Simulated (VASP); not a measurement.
SiC, 2 atoms in the cell. It takes space group F-43m (No. 216, cubic). Conventional cell: a = 4.247 Å, b = 4.247 Å, c = 4.247 Å, α = 90.00°, β = 90.00°, γ = 90.00°. Si (site symmetry -43m) has 4 C at 1.84 Å within 2.4 Å. Within 2.4 Å of C (site symmetry -43m) lie 4 Si at 1.84 Å.  This cell differs from its parent crystal: strain -0.025 along x and y, -0.025 along z.

| Property | Result |
| --- | --- |
| Program | VASP 6.6.1 |
| Task | single point |
| Functional | r2SCAN |
| Potentials or basis | VASP PAW PBE potentials, release 64 (Si, C) |
| Cutoff | 520 eV |
| k mesh | 10 × 10 × 10 |
| Occupations | gaussian, width 0.05 eV |
| Spin | no spin polarisation |
| Dipole correction | no |
| Further INCAR settings | ALGO = Normal; EDIFF = 1e-06; NBANDS = 11 |

Potentials or basis: VASP PAW PBE potentials, release 64 (Si, C).

Run with:

```console
$ cat potpaw_PBE.64/Si/POTCAR potpaw_PBE.64/C/POTCAR > POTCAR
$ cp INCAR.step1 INCAR
$ mpirun -np 1 vasp_std > vasp.out
$ cp INCAR.step2 INCAR
$ mpirun -np 1 vasp_std > vasp.out
```

Hardware: 1 thread of Intel Xeon 8259CL, with other jobs on the host.

Question: How long does it take, and how much memory?

Answer: It took 36 s on 1 thread of Intel Xeon 8259CL (shared host), peak memory 0.14 GiB. Counts: k points 47.
